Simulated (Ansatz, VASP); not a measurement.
KTe4: VASP beside Ansatz

```xyz
5
Lattice="2.8617 1.6522 5.6427 -2.8617 1.6522 5.6427 0.0000 -3.3044 5.6427" Properties=species:S:1:pos:R:3 pbc="T T T"
K     0.0000    0.0000    8.4640
Te    0.0000    0.0000    4.9704
Te    0.0000    0.0000    1.4062
Te    0.0000    0.0000   15.5218
Te    0.0000    0.0000   11.9577
```

Alike in both runs: task relaxation of cell and atoms; functional PBE; k mesh 6 × 6 × 6; occupations gaussian, width 0.1 eV; no spin polarisation.

```csv
,VASP,Ansatz
version,VASP 6.6.1,Ansatz 0.2.0
potentials or method,"VASP PAW PBE potentials, release 64 (K_sv, Te), cutoff 600 eV","scalar-relativistic, plane waves, PAW"
valence electrons in the cell,33,73
```

VASP gave:

| Quantity | Value |
| --- | --- |
| gap on the k mesh at the Fermi level, each at its own relaxed structure (eV) | none |
| relaxed volume (Å³/atom) | 32.68 |
| relaxed cell length with the largest relative difference (Å) | 6.712 |

Estimate Ansatz's values.

gap on the k mesh at the Fermi level, each at its own relaxed structure (eV): none; relaxed volume (Å³/atom): 32.96; relaxed cell length with the largest relative difference (Å): 6.737.

A gap of «none» marks a metal or a gap that the smearing closes. VASP's potentials hold 33 valence electrons a cell and Ansatz's 73, so a difference there can come from the potentials and not from the codes.

Neither program's run includes spin-orbit coupling.
